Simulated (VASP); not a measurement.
# AlNi (P4/mmm) in VASP: single point with PBEsol

Aim: the single point of AlNi with PBEsol.

Everything below comes from runs of VASP 6.6.1. Logs are shortened: lines on timing, memory, paths and dates and some standing lists are left out, and cuts for length are marked.

## (1) The cell of the first run

It takes space group P4/mmm (No. 123, tetragonal). The conventional cell has a = 2.939 Å, b = 2.939 Å, c = 2.714 Å, α = 90.00°, β = 90.00°, γ = 90.00°. Al (site symmetry 4/mmm) has 8 Ni at 2.48 Å and 6 Al at 2.71 to 2.94 Å within 3.3 Å. Ni (site symmetry 4/mmm) has 8 Al at 2.48 Å and 6 Ni at 2.71 to 2.94 Å within 3.3 Å.

## (2) Single point, PBEsol

The input, INCAR:

```
ALGO = Fast ; EDIFF = 1E-6
ENCUT = 520 ; GGA = PS
ISIF = 2 ; ISMEAR = 0
LASPH = True ; LCHARG = False
LREAL = False ; LWAVE = False
NBANDS = 14 ; NELM = 80
PREC = Accurate ; SIGMA = 0.15
```

The input, KPOINTS:

```
k-points
0
Gamma
  24 24 24
```

The input, POSCAR:

```
AlNi
1.0
    2.0782966375     -2.0783189503      0.0000000000
    2.0782966375      2.0783189503      0.0000000000
    0.0000000000      0.0000000000      2.7142570787
Al Ni
1 1
Direct
    0.0000000000      0.0000000000      0.0000000000
    0.5000000000      0.5000000000      0.5000000000
```

Potentials or basis: VASP PAW PBE potentials, release 64 (Al, Ni).

Launch:

```console
$ cat potpaw_PBE.64/Al/POTCAR potpaw_PBE.64/Ni/POTCAR > POTCAR
$ mpirun -np 1 vasp_std > vasp.out
```

OUTCAR:

```text
EDIFF = 1E-6
   ENCUT = 520
   GGA = PS
   ISIF = 2
   ISMEAR = 0
   LASPH = True
   LREAL = False
   NELM = 80
   PREC = Accurate

 ion  position               nearest neighbor table
   1  0.000  0.000  0.000-   2 2.48   2 2.48   2 2.48   2 2.48   2 2.48   2 2.48   2 2.48   2 2.48

   2  0.500  0.500  0.500-   1 2.48   1 2.48   1 2.48   1 2.48   1 2.48   1 2.48   1 2.48   1 2.48

  LATTYP: Found a base centered orthorhombic cell.
 ALAT       =     4.1565932750
 B/A-ratio  =     1.0000107361
 C/A-ratio  =     0.6530004018

  Lattice vectors:

 A1 = (   2.0782966375,  -2.0783189503,   0.0000000000)
 A2 = (   2.0782966375,   2.0783189503,   0.0000000000)
 A3 = (   0.0000000000,   0.0000000000,   2.7142570787)

Analysis of symmetry for initial positions (statically):
=====================================================================
 Subroutine PRICEL returns:
 Original cell was already a primitive cell.

 Routine SETGRP: Setting up the symmetry group for a
 base centered orthorhombic supercell.

 Subroutine GETGRP returns: Found  8 space group operations
 (whereof  8 operations were pure point group operations)
 out of a pool of  8 trial point group operations.

The static configuration has the point symmetry D_2h.

Analysis of symmetry for dynamics (positions and initial velocities):
=====================================================================
 Subroutine PRICEL returns:
 Original cell was already a primitive cell.

 Routine SETGRP: Setting up the symmetry group for a
 base centered orthorhombic supercell.

 Subroutine GETGRP returns: Found  8 space group operations
 (whereof  8 operations were pure point group operations)
 out of a pool of  8 trial point group operations.

The dynamic configuration has the point symmetry D_2h.

 Subroutine INISYM returns: Found  8 space group operations
 (whereof  8 operations are pure point group operations),
 and found     1 'primitive' translations

----------------------------------------------------------------------------------------

                                     Primitive cell

  volume of cell :      23.4477

  direct lattice vectors                    reciprocal lattice vectors
     2.078296637 -2.078318950  0.000000000     0.240581634 -0.240579051  0.000000000
     2.078296637  2.078318950  0.000000000     0.240581634  0.240579051  0.000000000
     0.000000000  0.000000000  2.714257079     0.000000000  0.000000000  0.368424939

  length of vectors
     2.939171069  2.939171069  2.714257079     0.340231983  0.340231983  0.368424939

  position of ions in fractional coordinates (direct lattice)
     0.000000000  0.000000000  0.000000000
     0.500000000  0.500000000  0.500000000

  ion indices of the primitive-cell ions
   primitive index   ion index
                 1           1
                 2           2

----------------------------------------------------------------------------------------

 KPOINTS: k-points

Automatic generation of k-mesh.
 Grid dimensions read from file:
 generate k-points for:   24   24   24

 Generating k-lattice:

  Cartesian coordinates                     Fractional coordinates (reciprocal lattice)
     0.010024235 -0.010024127  0.000000000     0.041666667 -0.000000000  0.000000000
     0.010024235  0.010024127  0.000000000    -0.000000000  0.041666667  0.000000000
     0.000000000  0.000000000  0.015351039     0.000000000  0.000000000  0.041666667

  Length of vectors
     0.014176333  0.014176333  0.015351039

  Shift w.r.t. Gamma in fractional coordinates (k-lattice)
     0.000000000  0.000000000  0.000000000

 Subroutine IBZKPT returns following result:
 ===========================================

 Found   2041 irreducible k-points:

 Following reciprocal coordinates:
            Coordinates               Weight
  0.000000  0.000000  0.000000      1.000000
  0.041667  0.000000  0.000000      4.000000
  0.083333 -0.000000  0.000000      4.000000
  0.125000 -0.000000  0.000000      4.000000
  0.166667  0.000000  0.000000      4.000000
  0.208333  0.000000  0.000000      4.000000
[... 16 lines left out ...]
  0.416667  0.041667  0.000000      4.000000
  0.458333  0.041667  0.000000      4.000000
 [... further k-points ...]
   k-points           NKPTS =   2041   k-points in BZ     NKDIM =   2041   number of bands    NBANDS=     14
   number of dos      NEDOS =    301   number of ions     NIONS =      2
   total plane-waves  NPLWV =  11520
   dimension x,y,z NGX =    24 NGY =   24 NGZ =   20
   dimension x,y,z NGXF=    48 NGYF=   48 NGZF=   40
   ions per type =               1   1
   NGX,Y,Z   is equivalent  to a cutoff of  13.57, 13.57, 12.25 a.u.
   NGXF,Y,Z  is equivalent  to a cutoff of  27.15, 27.15, 24.50 a.u.
 SYSTEM =  unknown system
   PREC   = accura    normal or accurate (medium, high low for compatibility)
   ISTART =      0    job   : 0-new  1-cont  2-samecut
   ICHARG =      2    charge: 1-file 2-atom 10-const
   ISPIN  =      1    spin polarized calculation?
   LNONCOLLINEAR =      F non collinear calculations
   LSORBIT =      F    spin-orbit coupling
   LASPH  =      T    aspherical Exc in radial PAW
   ENCUT  =  520.0 eV  38.22 Ry    6.18 a.u.   5.46  5.46  5.05*2*pi/ulx,y,z
   NELM   =     80;   NELMIN=  2; NELMDL= -5     # of ELM steps
   EDIFF  = 0.1E-05   stopping-criterion for ELM
   LREAL  =      F    real-space projection
   EDIFFG = 0.1E-04   stopping-criterion for IOM
   NSW    =      0    number of steps for IOM
   IBRION =     -1    ionic relax: 0-MD 1-quasi-New 2-CG
   NFREE  =      0    steps in history (QN), initial steepest desc. (CG)
   ISIF   =      2    stress and relaxation
   ISYM   =      2    0-nonsym 1-usesym 2-fastsym
   POTIM  = 0.5000    time-step for ionic-motion
   TEBEG  =    0.0;   TEEND  =   0.0 temperature during run
   PSTRESS=    0.0 pullay stress
   NELECT =      13.0000    total number of electrons
   NUPDOWN=      -1.0000    fix difference up-down
   EMIN   =  10.00;   EMAX   =-10.00  energy-range for DOS
   EFERMI =   0.00;   METHOD = LEGACY
   ISMEAR =     0;   SIGMA  =   0.15  broadening in eV -4-tet -1-fermi 0-gaus
   EFERMI_NEDOS =   21; number of points for ismear=-14 and -15
   IALGO  =     68    algorithm
   IMIX   =      4    mixing-type and parameters
     AMIX     =   0.40;   BMIX     =  1.00
     AMIX_MAG =   1.60;   BMIX_MAG =  1.00
  volume/ion in A,a.u.               =      11.72        79.12
  Fermi-wavevector in a.u.,A,eV,Ry     =   1.344897  2.541487 24.609512  1.808748
  Thomas-Fermi vector in A             =   2.472854
   LORBIT       =      0    0 simple, 1 ext, 2 COOP (PROOUT), +10 PAW based schemes
   GGA     = PS    functional components
   LHFCALC =     F    Hartree Fock is set to
   AEXX    =    0.0000 exact exchange contribution
   IVDW    =     0    specifies the selected vdW correction
   LEPSILON=     F    determine dielectric tensor
   LRPA    =     F    only Hartree local field effects (RPA)
 non-spin polarized calculation
 RMM-DIIS sequential band-by-band and
 Gauss-broadening in eV      SIGMA  =   0.15
  energy-cutoff  :      520.00
  volume of cell :       23.45
 maximum number of plane-waves:       650
 NGX is ok and might be reduce to    24
   NGX = 11   NGY = 11   NGZ = 11

 number of electron      12.9999999 magnetization

 Free energy of the ion-electron system (eV)
  ---------------------------------------------------
  ext. energy  EPLUGINS =         0.00000000
  ---------------------------------------------------
  free energy    TOTEN  =       -11.56119949 eV

  energy without entropy =      -11.55161618  energy(sigma->0) =      -11.55640783

 E-fermi :  10.1632     XC(G=0): -12.2615

 val. band max:       10.1624989057   @ k =   0.4167   0.2917   0.5000
 cond. band min:      10.1670799594   @ k =   0.5000   0.3333   0.4167
 fundamental gap:      0.0045810537
 Fermi energy:        10.1632342039

 k-point     1 :       0.0000    0.0000    0.0000
  band No.  band energies     occupation
      1      -1.1224      2.00000
      2       6.7904      2.00000
      3       6.8237      2.00000
      4       8.4211      2.00000
      5       8.6662      2.00000
      6       8.6662      2.00000
      7      14.7972      0.00000
      8      14.7973      0.00000
      9      17.7770      0.00000
     10      18.0285      0.00000
     11      18.3874      0.00000
     12      24.5591      0.00000
     13      30.0688      0.00000
     14      32.0272      0.00000

 k-point     2 :       0.0417    0.0000    0.0000
  band No.  band energies     occupation
      1      -1.0916      2.00000
      2       6.7883      2.00000
      3       6.8275      2.00000
      4       8.4060      2.00000
      5       8.6565      2.00000
      6       8.6674      2.00000
      7      14.4686      0.00000
      8      14.8405      0.00000
      9      17.8145      0.00000
     10      18.1698      0.00000
     11      18.5830      0.00000
     12      24.6275      0.00000
     13      29.5949      0.00000
     14      31.7557      0.00000

 k-point     3 :       0.0833   -0.0000    0.0000
  band No.  band energies     occupation
      1      -0.9994      2.00000
      2       6.7737      2.00000
      3       6.8439      2.00000
      4       8.3624      2.00000
      5       8.6283      2.00000
      6       8.6708      2.00000
      7      13.7313      0.00000
      8      14.9687      0.00000
      9      17.9263      0.00000
     10      18.2330      0.00000
     11      19.2751      0.00000
     12      24.8407      0.00000
     13      28.6690      0.00000
     14      31.0360      0.00000

 k-point     4 :       0.1250   -0.0000    0.0000
  band No.  band energies     occupation
      1      -0.8461      2.00000
      2       6.7349      2.00000
      3       6.8748      2.00000
      4       8.2952      2.00000
      5       8.5840      2.00000
      6       8.6764      2.00000
      7      12.8732      0.00000
      8      15.1772      0.00000
      9      18.1099      0.00000
     10      18.2487      0.00000
     11      20.1274      0.00000
     12      25.2212      0.00000
     13      27.6563      0.00000
     14      30.0353      0.00000

 k-point     5 :       0.1667    0.0000    0.0000
  band No.  band energies     occupation
      1      -0.6326      2.00000
      2       6.6569      2.00000
      3       6.9169      2.00000
      4       8.2110      2.00000
      5       8.5275      2.00000
      6       8.6836      2.00000
      7      12.0222      0.00000
      8      15.4594      0.00000
      9      18.2575      0.00000
     10      18.3618      0.00000
     11      20.9514      0.00000
[... 276 lines left out ...]
 k-point    22 :       0.3750    0.0417    0.0000
  band No.  band energies     occupation
      1       1.3129      2.00000
      2       4.9246      2.00000
      3       7.1750      2.00000
      4       7.7698      2.00000
      5       8.2231      2.00000
      6       8.7169      2.00000
      7       9.5158      2.00000
      8      17.1065      0.00000
      9      18.7504      0.00000
     10      20.5234      0.00000
     11      21.8801      0.00000
     12      23.8719      0.00000
     13      24.6495      0.00000
     14      26.3000      0.00000

 k-point    23 :       0.4167    0.0417    0.0000
  band No.  band energies     occupation
      1       1.8461      2.00000
      2       4.3135      2.00000
      3       7.2111      2.00000
      4       7.7210      2.00000
      5       8.1854      2.00000
      6       8.7226      2.00000
      7       9.3854      2.00000
      8      17.5305      0.00000
      9      18.8110      0.00000
     10      21.0891      0.00000
     11      21.2217      0.00000
     12      23.8799      0.00000
     13      24.3054      0.00000
     14      25.8837      0.00000

 k-point    24 :       0.4583    0.0417    0.0000
  band No.  band energies     occupation
      1       2.4146      2.00000
      2       3.6869      2.00000
      3       7.2342      2.00000
      4       7.6906      2.00000
      5       8.1620      2.00000
      6       8.7261      2.00000
      7       9.3200      2.00000
      8      17.8513      0.00000
      9      18.8990      0.00000
     10      20.7089      0.00000
     11      21.6783      0.00000
     12      23.1689      0.00000
     13      24.7229      0.00000
     14      25.5113      0.00000

 [... further k-points ...]
[... 5 lines left out ...]
  --------------------------------------------------------------------------------------
  -------------------------------------------------------------------------------------
  Total       -0.2880770     -0.2884957      0.9265941      0.0000000      0.0000000      0.0000000
  in kB      -19.6842290    -19.7128399     63.3139522      0.0000000      0.0000000      0.0000000
  external PRESSURE =       7.9722944 kB  Pullay stress =       0.0000000 kB

 VOLUME and BASIS-vectors are now :
 -----------------------------------------------------------------------------
  energy-cutoff  :      520.00
  volume of cell :       23.45
      direct lattice vectors                 reciprocal lattice vectors
     2.078296637 -2.078318950  0.000000000     0.240581634 -0.240579051  0.000000000
     2.078296637  2.078318950  0.000000000     0.240581634  0.240579051  0.000000000
     0.000000000  0.000000000  2.714257079     0.000000000  0.000000000  0.368424939

 POSITION                                       TOTAL-FORCE (eV/Angst)
 -----------------------------------------------------------------------------------
      0.00000      0.00000      0.00000         0.000000      0.000000      0.000000
      2.07830      0.00000      1.35713        -0.000000      0.000000      0.000000
 -----------------------------------------------------------------------------------
    total drift:                                0.000000     -0.000000     -0.000000

  FREE ENERGIE OF THE ION-ELECTRON SYSTEM (eV)
  ---------------------------------------------------
  free  energy   TOTEN  =       -11.5611994915 eV

  energy  without entropy=      -11.5516161776  energy(sigma->0) =      -11.55640783
```

Run time: 7.9 min. Hardware: 1 thread of Intel Xeon 6975P-C, shared host; peak memory 0.74 GiB.

What came out:

| Property | Result |
| --- | --- |
| Free energy | -11.5612 eV |
| Pressure | 0.8 GPa |

Levels at points of the mesh, in eV from the Fermi level:
```csv
k point,band 5,band 6,band 7,band 8,band 9,band 10
"(0.00, 0.00, 0.00)",-1.50,-1.50,4.63,4.63,7.61,7.87
"(0.50, 0.00, 0.00)",-2.01,-1.43,-0.86,8.13,9.09,10.04
"(0.50, 0.50, 0.00)",-1.90,-1.90,-1.16,0.98,2.10,13.95
"(0.00, 0.00, 0.50)",-2.47,-1.60,-0.27,8.36,9.43,9.43
"(0.50, 0.00, 0.50)",-2.30,-2.21,-1.02,1.81,2.82,11.91
"(0.50, 0.50, 0.50)",-0.93,1.94,1.94,2.09,3.93,3.98
```

Caveat: the PAW data sets were made with another functional, which shifts forces and pressure a little. Spin polarisation is off, so any magnetic state and its effect on volume and gap are missing.
